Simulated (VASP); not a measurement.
# Gd (Pm-3m) in VASP: a series of runs

Runs on Gd. Level: PBE. Tasks: single point.

All numbers are computed with VASP 6.6.1; they aren't measurements. Logs are shortened: lines on timing, memory, paths and dates and some standing lists are left out, and cuts for length are marked.

**1. The cell of the first run**

Symmetry: Pm-3m, No. 221, cubic system. Conventional cell: a = 2.597 Å, b = 2.597 Å, c = 2.597 Å, α = 90.00°, β = 90.00°, γ = 90.00°. Gd (site symmetry m-3m) has 6 Gd at 2.60 Å within 3.4 Å.

This isn't the form of Gd at room conditions, which is hcp.

**2. Single point, PBE, collinear spin, ferromagnetic start (17.52 Å³/atom)**

Input file INCAR:

```
  ALGO = Normal
  EDIFF = 1E-6
  ENCUT = 520
  GGA = PE
  ISIF = 2
  ISMEAR = -1
  ISPIN = 2
  LASPH = True
  LCHARG = True
  LELF = True
  LMAXMIX = 6
  LORBIT = 11
  LREAL = False
  LVHAR = True
  LWAVE = False
  MAGMOM = 7
  NBANDS = 19
  NELM = 150
  PREC = Accurate
  SIGMA = 0.08
```

Input file KPOINTS:

```
k-points
0
Gamma
  13 13 13
```

Input file POSCAR:

```
Gd
1.0
    2.5973707813      0.0000000000      0.0000000000
    0.0000000000      2.5973707813      0.0000000000
    0.0000000000      0.0000000000      2.5973707813
Gd
1
Direct
    0.0000000000      0.0000000000      0.0000000000
```

Potentials or basis: VASP PAW PBE potentials, release 64 (Gd).

The run is started by

```sh
> cat potpaw_PBE.64/Gd/POTCAR > POTCAR
> mpirun -np 1 vasp_std > vasp.out
```

OUTCAR:

```text
EDIFF = 1E-6
   ENCUT = 520
   GGA = PE
   ISIF = 2
   ISMEAR = -1
   ISPIN = 2
   LASPH = True
   LORBIT = 11
   LREAL = False
   NELM = 150
   PREC = Accurate

 ion  position               nearest neighbor table
   1  0.000  0.000  0.000-

  LATTYP: Found a simple cubic cell.
 ALAT       =     2.5973707813

  Lattice vectors:

 A1 = (   2.5973707813,   0.0000000000,   0.0000000000)
 A2 = (   0.0000000000,   2.5973707813,   0.0000000000)
 A3 = (   0.0000000000,   0.0000000000,   2.5973707813)

Analysis of symmetry for initial positions (statically):
=====================================================================
 Subroutine PRICEL returns:
 Original cell was already a primitive cell.

 Routine SETGRP: Setting up the symmetry group for a
 simple cubic supercell.

 Subroutine GETGRP returns: Found 48 space group operations
 (whereof 48 operations were pure point group operations)
 out of a pool of 48 trial point group operations.

The static configuration has the point symmetry O_h .

Analysis of symmetry for dynamics (positions and initial velocities):
=====================================================================
 Subroutine PRICEL returns:
 Original cell was already a primitive cell.

 Routine SETGRP: Setting up the symmetry group for a
 simple cubic supercell.

 Subroutine GETGRP returns: Found 48 space group operations
 (whereof 48 operations were pure point group operations)
 out of a pool of 48 trial point group operations.

The dynamic configuration has the point symmetry O_h .

Analysis of structural, dynamic, and magnetic symmetry:
=====================================================================
 Subroutine PRICEL returns:
 Original cell was already a primitive cell.

 Routine SETGRP: Setting up the symmetry group for a
 simple cubic supercell.

 Subroutine GETGRP returns: Found 48 space group operations
 (whereof 48 operations were pure point group operations)
 out of a pool of 48 trial point group operations.

The overall configuration has the point symmetry O_h .

 Subroutine INISYM returns: Found 48 space group operations
 (whereof 48 operations are pure point group operations),
 and found     1 'primitive' translations

----------------------------------------------------------------------------------------

                                     Primitive cell

  volume of cell :      17.5227

  direct lattice vectors                    reciprocal lattice vectors
     2.597370781  0.000000000  0.000000000     0.385004716  0.000000000  0.000000000
     0.000000000  2.597370781  0.000000000     0.000000000  0.385004716  0.000000000
     0.000000000  0.000000000  2.597370781     0.000000000  0.000000000  0.385004716

  length of vectors
     2.597370781  2.597370781  2.597370781     0.385004716  0.385004716  0.385004716

  position of ions in fractional coordinates (direct lattice)
     0.000000000  0.000000000  0.000000000

  ion indices of the primitive-cell ions
   primitive index   ion index
                 1           1

----------------------------------------------------------------------------------------

 KPOINTS: k-points

Automatic generation of k-mesh.
 Grid dimensions read from file:
 generate k-points for:   13   13   13

 Generating k-lattice:

  Cartesian coordinates                     Fractional coordinates (reciprocal lattice)
     0.029615747  0.000000000  0.000000000     0.076923077  0.000000000  0.000000000
     0.000000000  0.029615747  0.000000000     0.000000000  0.076923077  0.000000000
     0.000000000  0.000000000  0.029615747     0.000000000  0.000000000  0.076923077

  Length of vectors
     0.029615747  0.029615747  0.029615747

  Shift w.r.t. Gamma in fractional coordinates (k-lattice)
     0.000000000  0.000000000  0.000000000

 Subroutine IBZKPT returns following result:
 ===========================================

 Found     84 irreducible k-points:

 Following reciprocal coordinates:
            Coordinates               Weight
  0.000000  0.000000  0.000000      1.000000
  0.076923  0.000000  0.000000      6.000000
  0.153846  0.000000  0.000000      6.000000
  0.230769  0.000000  0.000000      6.000000
  0.307692  0.000000  0.000000      6.000000
  0.384615  0.000000  0.000000      6.000000
[... 16 lines left out ...]
  0.307692  0.307692  0.000000     12.000000
  0.384615  0.307692  0.000000     24.000000
 [... further k-points ...]
   k-points           NKPTS =     84   k-points in BZ     NKDIM =     84   number of bands    NBANDS=     19
   number of dos      NEDOS =    301   number of ions     NIONS =      1
   total plane-waves  NPLWV =   8000
   dimension x,y,z NGX =    20 NGY =   20 NGZ =   20
   dimension x,y,z NGXF=    40 NGYF=   40 NGZF=   40
   ions per type =               1
   NGX,Y,Z   is equivalent  to a cutoff of  12.80, 12.80, 12.80 a.u.
   NGXF,Y,Z  is equivalent  to a cutoff of  25.60, 25.60, 25.60 a.u.
 SYSTEM =  unknown system
   PREC   = accura    normal or accurate (medium, high low for compatibility)
   ISTART =      0    job   : 0-new  1-cont  2-samecut
   ICHARG =      2    charge: 1-file 2-atom 10-const
   ISPIN  =      2    spin polarized calculation?
   LNONCOLLINEAR =      F non collinear calculations
   LSORBIT =      F    spin-orbit coupling
   LASPH  =      T    aspherical Exc in radial PAW
   ENCUT  =  520.0 eV  38.22 Ry    6.18 a.u.   4.83  4.83  4.83*2*pi/ulx,y,z
   NELM   =    150;   NELMIN=  2; NELMDL= -5     # of ELM steps
   EDIFF  = 0.1E-05   stopping-criterion for ELM
   LREAL  =      F    real-space projection
   EDIFFG = 0.1E-04   stopping-criterion for IOM
   NSW    =      0    number of steps for IOM
   IBRION =     -1    ionic relax: 0-MD 1-quasi-New 2-CG
   NFREE  =      0    steps in history (QN), initial steepest desc. (CG)
   ISIF   =      2    stress and relaxation
   ISYM   =      2    0-nonsym 1-usesym 2-fastsym
   POTIM  = 0.5000    time-step for ionic-motion
   TEBEG  =    0.0;   TEEND  =   0.0 temperature during run
   PSTRESS=    0.0 pullay stress
   NELECT =      18.0000    total number of electrons
   NUPDOWN=      -1.0000    fix difference up-down
   EMIN   =  10.00;   EMAX   =-10.00  energy-range for DOS
   EFERMI =   0.00;   METHOD = LEGACY
   ISMEAR =    -1;   SIGMA  =   0.08  broadening in eV -4-tet -1-fermi 0-gaus
   EFERMI_NEDOS =   21; number of points for ismear=-14 and -15
   IALGO  =     38    algorithm
   IMIX   =      4    mixing-type and parameters
     AMIX     =   0.40;   BMIX     =  1.00
     AMIX_MAG =   1.60;   BMIX_MAG =  1.00
  volume/ion in A,a.u.               =      17.52       118.25
  Fermi-wavevector in a.u.,A,eV,Ry     =   1.651829  3.121504 37.124021  2.728539
  Thomas-Fermi vector in A             =   2.740542
   LORBIT       =     11    0 simple, 1 ext, 2 COOP (PROOUT), +10 PAW based schemes
   GGA     = PE    functional components
   LHFCALC =     F    Hartree Fock is set to
   AEXX    =    0.0000 exact exchange contribution
   IVDW    =     0    specifies the selected vdW correction
   LEPSILON=     F    determine dielectric tensor
   LRPA    =     F    only Hartree local field effects (RPA)
 spin polarized calculation
  energy-cutoff  :      520.00
  volume of cell :       17.52
 maximum number of plane-waves:       480
 NGX is ok and might be reduce to    20
   NGX =  9   NGY =  9   NGZ =  9

 number of electron      18.0000014 magnetization       6.8510690

 Free energy of the ion-electron system (eV)
  ---------------------------------------------------
  ext. energy  EPLUGINS =         0.00000000
  ---------------------------------------------------
  free energy    TOTEN  =        -9.23124466 eV

  energy without entropy =       -9.19678755  energy(sigma->0) =       -9.21401611

 E-fermi :   6.5481     XC(G=0): -13.1876

 val. band max:        6.5436160110   @ k =   0.4615   0.2308   0.1538
 cond. band min:       6.5509320120   @ k =   0.3846   0.0769   0.0769
 fundamental gap:      0.0073160010
 Fermi energy:         6.5480589314

 spin component 1

 k-point     1 :       0.0000    0.0000    0.0000
  band No.  band energies     occupation
      1     -38.9826      1.00000
      2     -13.7108      1.00000
      3     -13.7108      1.00000
      4     -13.7108      1.00000
      5       2.2599      1.00000
      6       2.8056      1.00000
[... 11 lines left out ...]
     18      24.7856      0.00000
     19      24.7856      0.00000

 k-point     2 :       0.0769    0.0000    0.0000
  band No.  band energies     occupation
      1     -38.9420      1.00000
      2     -14.0880      1.00000
      3     -13.6790      1.00000
      4     -13.6790      1.00000
      5       2.5201      1.00000
      6       2.7596      1.00000
[... 476 lines left out ...]
 k-point    24 :       0.3846    0.3077    0.0000
  band No.  band energies     occupation
      1     -37.8247      1.00000
      2     -17.6045      1.00000
      3     -16.6139      1.00000
      4     -12.8363      1.00000
      5       2.1250      1.00000
      6       2.4563      1.00000
[... 11 lines left out ...]
     18      21.2293      0.00000
     19      24.5270      0.00000

 [... further k-points ...]

 spin component 2

 k-point     1 :       0.0000    0.0000    0.0000
  band No.  band energies     occupation
      1     -36.1297      1.00000
      2     -11.4100      1.00000
      3     -11.4100      1.00000
      4     -11.4100      1.00000
      5       3.0614      1.00000
      6       4.8831      1.00000
[... 11 lines left out ...]
     18      25.8018      0.00000
     19      25.8018      0.00000

 k-point     2 :       0.0769    0.0000    0.0000
  band No.  band energies     occupation
      1     -36.0843      1.00000
      2     -11.8419      1.00000
      3     -11.3740      1.00000
      4     -11.3740      1.00000
      5       3.3456      1.00000
      6       4.9477      1.00000
[... 476 lines left out ...]
 k-point    24 :       0.3846    0.3077    0.0000
  band No.  band energies     occupation
      1     -34.8210      1.00000
      2     -15.6844      1.00000
      3     -14.5980      1.00000
      4     -10.4150      1.00000
      5       3.6844      1.00000
      6       6.7016      0.12797
[... 11 lines left out ...]
     18      22.6320      0.00000
     19      25.7444      0.00000

 [... further k-points ...]
[... 5 lines left out ...]
  --------------------------------------------------------------------------------------
  -------------------------------------------------------------------------------------
  Total        6.5361939      6.5361939      6.5361939      0.0000000      0.0000000      0.0000000
  in kB      597.6317417    597.6317417    597.6317417      0.0000000      0.0000000      0.0000000
  external PRESSURE =     597.6317417 kB  Pullay stress =       0.0000000 kB

 VOLUME and BASIS-vectors are now :
 -----------------------------------------------------------------------------
  energy-cutoff  :      520.00
  volume of cell :       17.52
      direct lattice vectors                 reciprocal lattice vectors
     2.597370781  0.000000000  0.000000000     0.385004716  0.000000000  0.000000000
     0.000000000  2.597370781  0.000000000     0.000000000  0.385004716  0.000000000
     0.000000000  0.000000000  2.597370781     0.000000000  0.000000000  0.385004716

 POSITION                                       TOTAL-FORCE (eV/Angst)
 -----------------------------------------------------------------------------------
      0.00000      0.00000      0.00000         0.000000      0.000000      0.000000
 -----------------------------------------------------------------------------------
    total drift:                               -0.000000     -0.000000     -0.000000

  FREE ENERGIE OF THE ION-ELECTRON SYSTEM (eV)
  ---------------------------------------------------
  free  energy   TOTEN  =        -9.2312446627 eV

  energy  without entropy=       -9.1967875521  energy(sigma->0) =       -9.21401611

 total charge

# of ion       s       p       d       f       tot
--------------------------------------------------
    1        2.066   5.539   1.153   7.167  15.924

 magnetization (x)

# of ion       s       p       d       f       tot
--------------------------------------------------
    1        0.026  -0.054   0.136   6.497   6.605
```

Wall time 47 s (1 thread of AMD EPYC 9R45 (Zen 5), shared host); peak memory 0.14 GiB.

Results:

```yaml
Free_energy: -9.2312 eV
Pressure: 59.8 GPa
Net_moment: 6.85 μB per cell
Site_moments: Gd +6.61 μB
Valence_electrons_inside_the_program's_atomic_spheres: Gd 15.92
```

Caveat: the cell stands under pressure; spin-orbit coupling is left out, which moves the levels of the heavy elements; semilocal functionals describe open f shells poorly, which spoils levels, moments and volumes. The state reached can hang on the start; a lower one may exist.

**3. Single point, PBE, collinear spin, ferromagnetic start (23.83 Å³/atom)**

This run uses another cell than the first one, of 23.83 Å³/atom.

Input file INCAR:

```
ALGO     = Normal         # electronic algorithm
EDIFF    = 1E-6           # SCF threshold, eV
ENCUT    = 520            # plane-wave cutoff, eV
GGA      = PE             # functional
ISIF     = 2              # what is computed and relaxed
ISMEAR   = -1             # smearing method
ISPIN    = 2              # spin polarisation
LASPH    = T              # aspherical terms in the spheres
LCHARG   = F              # write CHGCAR
LMAXMIX  = 6              # l up to which the mixer works
LORBIT   = 11             # projections on sites
LREAL    = F              # projectors in reciprocal space
LWAVE    = F              # write WAVECAR
MAGMOM   = 7              # initial moments
NBANDS   = 19             # bands
NELM     = 150            # most SCF steps
PREC     = Accurate       # precision mode
SIGMA    = 0.08           # smearing width, eV
```

KPOINTS is that of step 2.

Input file POSCAR:

```
Gd
1.0
    2.8777092989      0.0000000000      0.0000000000
    0.0000000000      2.8777092989      0.0000000000
    0.0000000000      0.0000000000      2.8777092989
Gd
1
Direct
    0.0000000000      0.0000000000      0.0000000000
```

Potentials or basis: VASP PAW PBE potentials, release 64 (Gd).

The run is started by

```sh
> cat potpaw_PBE.64/Gd/POTCAR > POTCAR
> mpirun -np 1 vasp_std > vasp.out
```

It took 86 s on 1 thread of AMD EPYC 9R45 (Zen 5), shared host; peak memory 0.17 GiB.

The run converged. Its results:

| Property | Result |
| --- | --- |
| Free energy | -10.6219 eV |
| Pressure | 18.6 GPa |
| Net moment | 7.46 μB per cell |
| Site moments | Gd +7.00 μB |
| Valence electrons inside the program's atomic spheres | Gd 15.52 |

Levels at points of the mesh, in eV from the Fermi level:
Spin up:
```tsv
k point	band 11	band 12	band 13	band 14	band 15	band 16
(0.00, 0.00, 0.00)	-4.29	-4.21	-2.06	-2.06	8.15	8.15
```
Spin down:
```tsv
k point	band 1	band 2	band 3	band 4	band 5	band 6	band 7	band 8	band 9	band 10
(0.00, 0.00, 0.00)	-42.09	-19.02	-19.02	-19.02	-4.05	-0.58	-0.58	0.84	0.84	0.84
```

Caveat: the cell stands under pressure; spin-orbit coupling is left out, which moves the levels of the heavy elements; semilocal functionals describe open f shells poorly, which spoils levels, moments and volumes. The state reached can hang on the start; a lower one may exist.
